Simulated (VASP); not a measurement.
Input of a VASP 6.6.1 run:

Contents of POSCAR:

```
Ti
1.0
   -1.6583343322      1.6258179727      1.6258179727
    1.6258179727     -1.6583343322      1.6258179727
    1.6258179727      1.6258179727     -1.6583343322
Ti
1
Direct
    0.0000000000      0.0000000000      0.0000000000
```

Contents of INCAR.step1:

```
SYSTEM = Ti
ALGO = Normal
EDIFF = 1E-4
ENCUT = 520
GGA = PE
ISMEAR = -1
LASPH = .True.
LCHARG = .False.
LREAL = .False.
LWAVE = .True.
NBANDS = 12
NELM = 80
PREC = Accurate
SIGMA = 0.05
```

INCAR.step2

```
SYSTEM = Ti
ALGO = Normal
EDIFF = 1E-8
ENCUT = 520
ISIF = 2
ISMEAR = -1
ISTART = 1
LASPH = .True.
LCHARG = .False.
LEFG = .True.
LMIXTAU = .True.
LREAL = .False.
LWAVE = .False.
METAGGA = R2SCAN
NBANDS = 12
NELM = 80
PREC = Accurate
SIGMA = 0.05
```

Contents of KPOINTS:

```
k-points
0
Gamma
  18 18 18
  0 0 0
```

Potentials or basis: VASP PAW PBE potentials, release 64 (Ti_sv).

Launch:

```sh
$ cat potpaw_PBE.64/Ti_sv/POTCAR > POTCAR
$ cp INCAR.step1 INCAR
$ mpirun -np 1 vasp_std > vasp.out
$ cp INCAR.step2 INCAR
$ mpirun -np 1 vasp_std > vasp.out
```

What does it give for the band gap on the k mesh?

Zero (bands 6 and 7 overlap by 1.77 eV).

Estimate the pressure.

0.5 GPa.

Stress tensor (GPa, compression positive):
```
0.54 0.79 0.79
0.79 0.54 0.79
0.79 0.79 0.54
```

Caveat: the cell differs from its parent crystal (equal xy, yz and zx shear strains of -2 %); without QUAD_EFG the Cq values of the log hold for a quadrupole moment of 1 mb, not for the nuclei; the PAW data sets were made with another functional, which shifts forces and pressure a little.
